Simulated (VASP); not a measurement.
**AlFe: single point with LDA**

The system is AlFe.

```
CELL_PARAMETERS angstrom
2.81770 0.00000 0.00000
0.00000 2.81770 0.00000
0.00000 0.00000 2.81770
ATOMIC_POSITIONS crystal
Al 0.00000 0.00000 0.00000
Fe 0.50000 0.50000 0.50000
```

```json
{
  "Program": "VASP 6.6.1",
  "Task": "single point",
  "Functional": "LDA",
  "Potentials or basis": "VASP PAW LDA potentials, release 64 (Al, Fe)",
  "Cutoff": "520 eV",
  "k mesh": "8 × 8 × 8",
  "Occupations": "fermi-dirac, width 0.05 eV",
  "Spin": "collinear spin, ferromagnetic start",
  "Starting moments": "[0.0, 3.5] μB"
}
```

```
Pressure                                              : 0.4 GPa
Net moment                                            : 0.71 μB per cell
Site moments                                          : Al -0.02; Fe +0.72 μB
Valence electrons inside the program's atomic spheres : Al 0.88; Fe 7.57
```

Levels at points of the mesh, in eV from the Fermi level:
Spin up:
```
           k point  band 4  band 5  band 6  band 7  band 8  band 9
(0.00, 0.00, 0.00)   -0.24   -0.24   -0.24    6.71    6.71    6.71
(0.50, 0.00, 0.00)   -1.28   -1.28   -0.10    1.01    8.90   11.45
(0.50, 0.50, 0.00)   -2.11   -1.04   -1.04    0.50    3.53    4.58
(0.50, 0.50, 0.50)    0.55    0.55    3.10    3.10    3.10    4.77
```
Spin down:
```
           k point  band 1  band 2  band 3  band 4  band 5  band 6  band 7  band 8  band 9  band 10
(0.00, 0.00, 0.00)  -10.63   -2.33   -2.33    0.44    0.44    0.44    6.78    6.78    6.78     9.86
(0.50, 0.00, 0.00)   -6.26   -6.10   -1.59   -0.69   -0.69    0.59    1.55    8.89   11.56    11.56
(0.50, 0.50, 0.00)   -4.86   -2.37   -2.05   -2.05   -0.42   -0.42    1.08    3.89    5.05    13.43
(0.50, 0.50, 0.50)   -3.41   -3.41   -3.41    1.13    1.13    3.21    3.21    3.21    4.76     6.81
```

Run time: 55 s on 1 thread of AMD EPYC 7571 (shared host), peak memory 0.11 GiB.
